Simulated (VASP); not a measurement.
A run of VASP 6.6.1 is set up as follows.

File INCAR:

```
SYSTEM = H
ALGO = Normal ; EDIFF = 1E-6
ENCUT = 500 ; GGA = PE
GGA_COMPAT = .False. ; ISIF = 2
ISMEAR = 0 ; LASPH = .True.
LCHARG = .False. ; LREAL = .False.
LWAVE = .False. ; NBANDS = 6
NELM = 120 ; PREC = Accurate
SIGMA = 0.1
```

File KPOINTS:

```
k-points
0
Gamma
  8 8 22
  0 0 0
```

POSCAR

```
H
1.0
    2.5167897625      0.0000000000      0.0000000000
    0.0000000000      2.5167897625      0.0000000000
    0.0000000000      0.0000000000      0.9313324519
H
1
Direct
    0.0000000000      0.0000000000      0.5000000000
```

Potentials or basis: VASP PAW PBE potentials, release 64 (H).

The run is started by

```sh
$ cat potpaw_PBE.64/H/POTCAR > POTCAR
$ mpirun -np 1 vasp_std > vasp.out
```

Question: Predict the pressure.

Answer: 9.1 GPa.

Stress tensor (GPa, compression positive):
```
 3.79  0.00  0.00
 0.00  3.79  0.00
 0.00  0.00 19.63
```
